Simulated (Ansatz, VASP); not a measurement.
Rh2O in VASP and in Ansatz

Contents of INCAR:

```
SYSTEM = Rh2O
PREC     = Accurate       ! precision mode
ENCUT    = 600            ! plane-wave cutoff, eV
EDIFF    = 1E-6           ! SCF threshold, eV
ISMEAR   = 0              ! smearing method
SIGMA    = 0.1            ! smearing width, eV
LREAL    = .False.        ! projectors in reciprocal space
LASPH    = .True.         ! aspherical terms in the spheres
NELM     = 60             ! most SCF steps
ALGO     = Normal         ! electronic algorithm
ISIF     = 3              ! what is computed and relaxed
LWAVE    = .False.        ! write WAVECAR
LCHARG   = .False.        ! write CHGCAR
GGA      = PE             ! functional
IBRION   = 2              ! ionic algorithm
NSW      = 90             ! ionic steps
EDIFFG   = -0.04          ! ionic threshold
```

The input KPOINTS:

```
Automatic mesh
0
Gamma
  6 6 2
  0 0 0
```

Contents of POSCAR:

```
Rh2O
1.0
    2.6459066317      0.0000000000      0.0000000000
   -1.3229533158      2.2914223591      0.0000000000
    0.0000000000      0.0000000000     10.2914917917
Rh O
4 2
Direct
    0.3333333333      0.6666666667      0.6275000000
    0.6666666667      0.3333333333      0.1275000000
    0.3333333333      0.6666666667      0.8725000000
    0.6666666667      0.3333333333      0.3725000000
    0.3333333333      0.6666666667      0.2500000000
    0.6666666667      0.3333333333      0.7500000000
```

Input for Ansatz:

```yaml
crystal:
  lattice:
    - [2.6459066317, 0.0, 0.0]
    - [-1.3229533158, 2.2914223591, 0.0]
    - [0.0, 0.0, 10.2914917917]
  atoms:
    - { symbol: Rh, position: [0.3333333333, 0.6666666667, 0.6275] }
    - { symbol: Rh, position: [0.6666666667, 0.3333333333, 0.1275] }
    - { symbol: Rh, position: [0.3333333333, 0.6666666667, 0.8725] }
    - { symbol: Rh, position: [0.6666666667, 0.3333333333, 0.3725] }
    - { symbol: O, position: [0.3333333333, 0.6666666667, 0.25] }
    - { symbol: O, position: [0.6666666667, 0.3333333333, 0.75] }
basis:
  ecutwfc: 420
kpoints:
  mp_grid: { grid: [6, 6, 2] }
hamiltonian:
  xc: pbe
scf:
  occupations: { method: gaussian, width: 0.1 }
  lower_state_search: "off"
output:
  forces: true
  stress: true
  eigenvalues: true
relax:
  adjacent_minimum: "off"
  f_tol: 0.04
  max_steps: 70
  cell: { stress_tol: 0.4 }
```

Alike in both runs: task relaxation of cell and atoms; functional PBE; k mesh 6 × 6 × 2; occupations gaussian, width 0.1 eV; no spin polarisation.

|  | VASP | Ansatz |
| --- | --- | --- |
| version | VASP 6.6.1 | Ansatz 0.2.0 |
| potentials or method | VASP PAW PBE potentials, release 64 (Rh_pv, O), cutoff 600 eV | scalar-relativistic, plane waves, PAW |
| valence electrons in the cell | 72 | 80 |

|  | VASP | Ansatz | Ansatz less VASP |
| --- | --- | --- | --- |
| gap on the k mesh at the Fermi level, each at its own relaxed structure (eV) | none | none | - |
| relaxed volume (Å³/atom) | 11.88 | 11.88 | 0.000 |
| relaxed cell length with the largest relative difference (Å) | 10.767 | 10.779 | +0.0120 |

A gap of «none» marks a metal or a gap that the smearing closes. VASP's potentials hold 72 valence electrons a cell and Ansatz's 80, so a difference there can come from the potentials and not from the codes.

The k mesh is coarse, so the values compare programs but aren't converged.
